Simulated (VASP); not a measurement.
Crystal: NiO.

```
Ni O
1.0
     0.00000    2.10849    2.10849
     2.10849    0.00000    2.10849
     2.10849    2.10849    0.00000
Ni O
1 1
Direct
  0.00000 0.00000 0.00000
  0.50000 0.50000 0.50000
```

Base run:

- Program: VASP 6.6.1
- Functional: PBE
- Potentials or basis: VASP PAW PBE potentials, release 64 (Ni, O)
- Cutoff: 520 eV
- k mesh: 14 × 14 × 14
- Occupations: gaussian, width 0.05 eV
- Spin: non-collinear spin, typed start, spin-orbit coupling
- Starting moments: [[0.0, 0.0, 2.0], [0.0, 0.0, 0.0]] μB

Its results: pressure -0.7 GPa; net moment 1.76 μB per cell.

Problem. The run is repeated on the same cell with these changes: occupations from gaussian, width 0.05 eV to tetrahedron. What comes out?

Solution. Pressure 0.1 GPa; net moment 1.83 μB per cell.

Caveats: a cell with one magnetic atom can't hold antiferromagnetic order, which such compounds often take.
